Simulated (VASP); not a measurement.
# N (P6_3/mmc) in VASP: notebook

The runs below take N through single point, relaxation of cell and atoms, with PBE+D3(BJ).

All numbers are computed with VASP 6.6.1; they aren't measurements. Logs are shortened: lines on timing, memory, paths and dates and some standing lists are left out, and cuts for length are marked.

## (1) The cell of the first run

It takes space group P6_3/mmc (No. 194, hexagonal). Conventional cell: a = 2.614 Å, b = 2.614 Å, c = 2.486 Å, α = 90.00°, β = 90.00°, γ = 120.00°. Within 2.6 Å of N (site symmetry -6m2) lie 8 N at 1.96 to 2.49 Å.

## (2) Single point, PBE+D3(BJ)

File INCAR:

```
  ALGO = Normal
  EDIFF = 1E-6
  ENCUT = 520
  GGA = PE
  ISIF = 2
  ISMEAR = 0
  IVDW = 12
  LASPH = T
  LCHARG = T
  LELF = T
  LREAL = F
  LVHAR = T
  LWAVE = F
  NBANDS = 12
  NELM = 100
  PREC = Accurate
  SIGMA = 0.1
```

File KPOINTS:

```
k-points
0
Gamma
  18 18 18
```

File POSCAR:

```
N
1.0
    2.6144572166      0.0000000000      0.0000000000
   -1.3072286083      2.2641863667      0.0000000000
    0.0000000000      0.0000000000      2.4857087324
N
2
Direct
    0.6666666667      0.3333333333      0.2500000000
    0.3333333333      0.6666666667      0.7500000000
```

Potentials or basis: VASP PAW PBE potentials, release 64 (N).

On the command line:

```sh
cat potpaw_PBE.64/N/POTCAR > POTCAR
mpirun -np 1 vasp_std > vasp.out
```

OUTCAR:

```text
EDIFF = 1E-6
   ENCUT = 520
   GGA = PE
   ISIF = 2
   ISMEAR = 0
   IVDW = 12
   LASPH = T
   LREAL = F
   NELM = 100
   PREC = Accurate
 IVDW          = 12

 ion  position               nearest neighbor table
   1  0.667  0.333  0.250-
   2  0.333  0.667  0.750-

  LATTYP: Found a hexagonal cell.
 ALAT       =     2.6144572166
 C/A-ratio  =     0.9507551765

  Lattice vectors:

 A1 = (   2.6144572166,   0.0000000000,   0.0000000000)
 A2 = (  -1.3072286083,   2.2641863667,   0.0000000000)
 A3 = (   0.0000000000,   0.0000000000,   2.4857087324)

Analysis of symmetry for initial positions (statically):
=====================================================================
 Subroutine PRICEL returns:
 Original cell was already a primitive cell.

 Routine SETGRP: Setting up the symmetry group for a
 hexagonal supercell.

 Subroutine GETGRP returns: Found 24 space group operations
 (whereof 12 operations were pure point group operations)
 out of a pool of 24 trial point group operations.

The static configuration has the point symmetry D_3d.
 The point group associated with its full space group is D_6h.

Analysis of symmetry for dynamics (positions and initial velocities):
=====================================================================
 Subroutine PRICEL returns:
 Original cell was already a primitive cell.

 Routine SETGRP: Setting up the symmetry group for a
 hexagonal supercell.

 Subroutine GETGRP returns: Found 24 space group operations
 (whereof 12 operations were pure point group operations)
 out of a pool of 24 trial point group operations.

The dynamic configuration has the point symmetry D_3d.
 The point group associated with its full space group is D_6h.

 Subroutine INISYM returns: Found 24 space group operations
 (whereof 12 operations are pure point group operations),
 and found     1 'primitive' translations

----------------------------------------------------------------------------------------

                                     Primitive cell

  volume of cell :      14.7144

  direct lattice vectors                    reciprocal lattice vectors
     2.614457217  0.000000000  0.000000000     0.382488569  0.220829878  0.000000000
    -1.307228608  2.264186367  0.000000000     0.000000000  0.441659757  0.000000000
     0.000000000  0.000000000  2.485708732     0.000000000  0.000000000  0.402299749

  length of vectors
     2.614457217  2.614457217  2.485708732     0.441659757  0.441659757  0.402299749

  position of ions in fractional coordinates (direct lattice)
     0.666666667  0.333333333  0.250000000
[... 89 lines left out ...]
   NELECT =      10.0000    total number of electrons
   NUPDOWN=      -1.0000    fix difference up-down
   EMIN   =  10.00;   EMAX   =-10.00  energy-range for DOS
   EFERMI =   0.00;   METHOD = LEGACY
   ISMEAR =     0;   SIGMA  =   0.10  broadening in eV -4-tet -1-fermi 0-gaus
   EFERMI_NEDOS =   21; number of points for ismear=-14 and -15
   IALGO  =     38    algorithm
   IMIX   =      4    mixing-type and parameters
     AMIX     =   0.40;   BMIX     =  1.00
     AMIX_MAG =   1.60;   BMIX_MAG =  1.00
  volume/ion in A,a.u.               =       7.36        49.65
  Fermi-wavevector in a.u.,A,eV,Ry     =   1.439329  2.719938 28.186768  2.071669
  Thomas-Fermi vector in A             =   2.558197
   LORBIT       =      0    0 simple, 1 ext, 2 COOP (PROOUT), +10 PAW based schemes
   GGA     = PE    functional components
   LHFCALC =     F    Hartree Fock is set to
   AEXX    =    0.0000 exact exchange contribution
   IVDW    =    12    specifies the selected vdW correction
   LEPSILON=     F    determine dielectric tensor
   LRPA    =     F    only Hartree local field effects (RPA)
 non-spin polarized calculation
 Gauss-broadening in eV      SIGMA  =   0.10
  energy-cutoff  :      520.00
  volume of cell :       14.71
 maximum number of plane-waves:       411
 NGX is ok and might be reduce to    20
   NGX =  9   NGY =  9   NGZ =  9

 number of electron      10.0000000 magnetization

 Free energy of the ion-electron system (eV)
  ---------------------------------------------------
  ext. energy  EPLUGINS =         0.00000000
  ---------------------------------------------------
  free energy    TOTEN  =        -9.42758548 eV

  energy without entropy =       -9.42351130  energy(sigma->0) =       -9.42554839

 E-fermi :   5.7243     XC(G=0): -12.5360

 val. band max:        5.7202135531   @ k =   0.2222   0.0000   0.2222
 cond. band min:       5.7297362420   @ k =   0.3889   0.0556   0.4444
 fundamental gap:      0.0095226889
 Fermi energy:         5.7242631381

 k-point     1 :       0.0000    0.0000    0.0000
  band No.  band energies     occupation
      1     -15.0975      2.00000
      2      -0.6199      2.00000
      3       1.7324      2.00000
      4       3.4537      2.00000
      5       3.4537      2.00000
      6       8.3188      0.00000
      7       8.3188      0.00000
      8      11.2818      0.00000
      9      20.3808      0.00000
     10      22.7560      0.00000
     11      30.1895      0.00000
     12      30.1895      0.00000
[... 331 lines left out ...]
 k-point    24 :       0.3889    0.1111    0.0000
  band No.  band energies     occupation
      1     -11.1506      2.00000
      2      -7.7208      2.00000
      3      -0.0822      2.00000
      4       4.5073      2.00000
      5       4.5942      2.00000
      6       7.5323      0.00000
      7       8.2022      0.00000
      8      10.2631      0.00000
      9      20.0299      0.00000
     10      27.5369      0.00000
     11      30.6849      0.00000
     12      31.6721      0.00000

 [... further k-points ...]

------------------------ aborting loop because EDIFF is reached ----------------------------------------

 Edisp (eV)   -0.32008

 E8    (eV) :    -0.0804

  FORCE on cell =-STRESS in cart. coord.  units (eV):
  Direction    XX          YY          ZZ          XY          YZ          ZX
  --------------------------------------------------------------------------------------
  -------------------------------------------------------------------------------------
  Total      -0.00866    -0.00866    -0.00131     0.00000    -0.00000     0.00000
  in kB      -0.94315    -0.94315    -0.14220     0.00000    -0.00000     0.00000
  external pressure =       -0.68 kB  Pullay stress =        0.00 kB

 VOLUME and BASIS-vectors are now :
 -----------------------------------------------------------------------------
  energy-cutoff  :      520.00
  volume of cell :       14.71
      direct lattice vectors                 reciprocal lattice vectors
     2.614457217  0.000000000  0.000000000     0.382488569  0.220829878  0.000000000
    -1.307228608  2.264186367  0.000000000     0.000000000  0.441659757  0.000000000
     0.000000000  0.000000000  2.485708732     0.000000000  0.000000000  0.402299749

 POSITION                                       TOTAL-FORCE (eV/Angst)
 -----------------------------------------------------------------------------------
      1.30723      0.75473      0.62143        -0.000000      0.000000      0.000000
     -0.00000      1.50946      1.86428         0.000000     -0.000000      0.000000
 -----------------------------------------------------------------------------------
    total drift:                               -0.000000      0.000000     -0.000000

  FREE ENERGIE OF THE ION-ELECTRON SYSTEM (eV)
  ---------------------------------------------------
  free  energy   TOTEN  =        -9.7476640602 eV

  energy  without entropy=       -9.7435898778  energy(sigma->0) =       -9.74562697
```

It took 32 s on 1 thread of AMD EPYC 7R13 (Zen 3), shared host; peak memory 0.14 GiB.

Results:

```
Free energy                : -9.7477 eV
Pressure                   : -0.1 GPa
Band gap on the k mesh     : zero (band 5 reaches 6.60 eV, above the bottom of band 6 at 2.47 eV)
Dispersion energy per atom : -0.160 eV
```

Caveat: pairwise dispersion overbinds metals, which lowers pressure and volume.

## (3) Single point, PBE+D3(BJ)

File INCAR:

```
SYSTEM = N
PREC = Accurate ; ENCUT = 520
EDIFF = 1E-7 ; ISMEAR = -1
SIGMA = 0.15 ; LREAL = .False.
LASPH = .True. ; NELM = 100
ALGO = Normal ; ISIF = 2
LWAVE = .False. ; LCHARG = .False.
GGA = PE ; IVDW = 12
NBANDS = 12
```

File KPOINTS:

```
regular mesh
0
Gamma
  18 18 16
  0 0 0
```

File POSCAR:

```
N
1.0
    2.6147439683      0.0000000000      0.0000000000
   -1.3073719841      2.2644347009      0.0000000000
    0.0000000000      0.0000000000      2.4860307509
N
2
Direct
    0.6666666667      0.3333333333      0.2500000000
    0.3333333333      0.6666666667      0.7500000000
```

Potentials or basis: VASP PAW PBE potentials, release 64 (N).

On the command line:

```sh
cat potpaw_PBE.64/N/POTCAR > POTCAR
mpirun -np 1 vasp_std > vasp.out
```

Run time: 31 s. Hardware: 1 thread of AMD EPYC 7R13 (Zen 3), shared host; peak memory 0.13 GiB.

It converged, with:

```
Free energy                : -9.7749 eV
Pressure                   : -0.1 GPa
Band gap on the k mesh     : zero (band 5 reaches 6.56 eV, above the bottom of band 6 at 2.47 eV)
Dispersion energy per atom : -0.160 eV
```

Stress tensor (GPa, compression positive):
```
-0.10  0.00  0.00
 0.00 -0.10  0.00
 0.00  0.00  0.00
```

Levels at points of the mesh, in eV from the Fermi level:
| k point | band 1 | band 2 | band 3 | band 4 | band 5 | band 6 | band 7 | band 8 | band 9 | band 10 |
| --- | --- | --- | --- | --- | --- | --- | --- | --- | --- | --- |
| (0.00, 0.00, 0.00) | -20.83 | -6.36 | -4.00 | -2.28 | -2.28 | 2.58 | 2.58 | 5.54 | 14.64 | 17.02 |
| (0.50, 0.00, 0.00) | -16.73 | -13.84 | -4.62 | -2.40 | -1.11 | 1.74 | 2.57 | 4.68 | 13.63 | 22.84 |
| (0.00, 0.00, 0.50) | -16.13 | -16.13 | 0.49 | 0.49 | 0.49 | 0.49 | 1.41 | 1.41 | 20.67 | 20.67 |
| (0.50, 0.00, 0.50) | -12.97 | -12.97 | -7.75 | -7.75 | -0.66 | -0.66 | 3.69 | 3.69 | 18.54 | 18.54 |

Caveat: pairwise dispersion overbinds metals, which lowers pressure and volume.

## (4) Relaxation of cell and atoms, PBE+D3(BJ)

File INCAR:

```
SYSTEM = N
PREC = Accurate ; ENCUT = 600
EDIFF = 1E-6 ; ISMEAR = -1
SIGMA = 0.15 ; LREAL = .FALSE.
LASPH = .TRUE. ; NELM = 100
ALGO = Normal ; ISIF = 3
LWAVE = .FALSE. ; LCHARG = .FALSE.
GGA = PE ; IVDW = 12
IBRION = 2 ; NSW = 80
EDIFFG = -0.001
```

File KPOINTS:

```
Automatic mesh
0
G
  18 18 16
  0 0 0
```

File POSCAR:

```
N
1.0
    2.6141524252      0.0000000000      0.0000000000
   -1.3070762126      2.2639224096      0.0000000000
    0.0000000000      0.0000000000      2.4858947499
N
2
Direct
    0.6666666667      0.3333333333      0.2500000000
    0.3333333333      0.6666666667      0.7500000000
```

On the command line:

```sh
cat potpaw_PBE.64/N/POTCAR > POTCAR
mpirun -np 1 vasp_std > vasp.out
```

Wall time 82 s (1 thread of AMD EPYC 7R13 (Zen 3), shared host); peak memory 0.14 GiB.

The run converged. Its results:

| Property | Result |
| --- | --- |
| Free energy | -9.7798 eV |
| Relaxed volume | 7.35 Å³/atom |
| Relaxed cell | a = 2.613 Å, b = 2.613 Å, c = 2.486 Å, α = 90.00°, β = 90.00°, γ = 120.00° |
| Space group after relaxing (to 0.05 Å) | P6_3/mmc (No. 194) |
| Energy gained by relaxing | 0.0 meV/atom |
| Ionic steps | 7 |
| Pressure after relaxing | 0.0 GPa |
| Band gap on the k mesh | zero (band 5 reaches 6.58 eV, above the bottom of band 6 at 2.48 eV) |
| Dispersion energy per atom | -0.160 eV |

Final structure:
```cif
data_structure
_symmetry_space_group_name_H-M 'P 1'
_symmetry_Int_Tables_number 1
_cell_length_a 2.6132
_cell_length_b 2.6132
_cell_length_c 2.4856
_cell_angle_alpha 90.000
_cell_angle_beta 90.000
_cell_angle_gamma 120.000
_cell_volume 14.70
loop_
_atom_site_label
_atom_site_type_symbol
_atom_site_fract_x
_atom_site_fract_y
_atom_site_fract_z
_atom_site_occupancy
N1 N 0.66667 0.33333 0.25000 1
N2 N 0.33333 0.66667 0.75000 1
```

Levels at points of the mesh, in eV from the Fermi level:
| k point | band 2 | band 3 | band 4 | band 5 | band 6 | band 7 | band 8 | band 9 |
| --- | --- | --- | --- | --- | --- | --- | --- | --- |
| (0.00, 0.00, 0.00) | -6.35 | -4.02 | -2.28 | -2.28 | 2.59 | 2.59 | 5.55 | 14.64 |
| (0.50, 0.00, 0.00) | -13.86 | -4.63 | -2.40 | -1.12 | 1.74 | 2.57 | 4.68 | 13.63 |
| (0.00, 0.00, 0.50) | -16.15 | 0.49 | 0.49 | 0.49 | 0.49 | 1.42 | 1.42 | 20.68 |
| (0.50, 0.00, 0.50) | -12.98 | -7.77 | -7.77 | -0.66 | -0.66 | 3.69 | 3.69 | 18.55 |

Caveat: pairwise dispersion overbinds metals, which lowers pressure and volume.

## (5) Summary

```csv
task,cell,k mesh,cutoff (eV),smearing,gap on the mesh (eV),pressure (GPa)
single point,"a = 2.614, b = 2.614, c = 2.486 Å, angles 90.0, 90.0, 120.0°, 2 atoms",18 × 18 × 18,520,gaussian 0.1 eV,none,-0.1
single point,"a = 2.615, b = 2.615, c = 2.486 Å, angles 90.0, 90.0, 120.0°, 2 atoms",18 × 18 × 16,520,fermi-dirac 0.15 eV,none,-0.1
relaxation of cell and atoms,"relaxed from a = 2.614, b = 2.614, c = 2.486 Å, angles 90.0, 90.0, 120.0°, 2 atoms",18 × 18 × 16,600,fermi-dirac 0.15 eV,none,0.0
```

Alike in all rows: level PBE+D3(BJ); potentials or basis VASP PAW PBE potentials, release 64 (N); no spin polarisation.

Caveats: pairwise dispersion overbinds metals, which lowers pressure and volume.

Absolute energies hang on the potentials; compare differences alone.
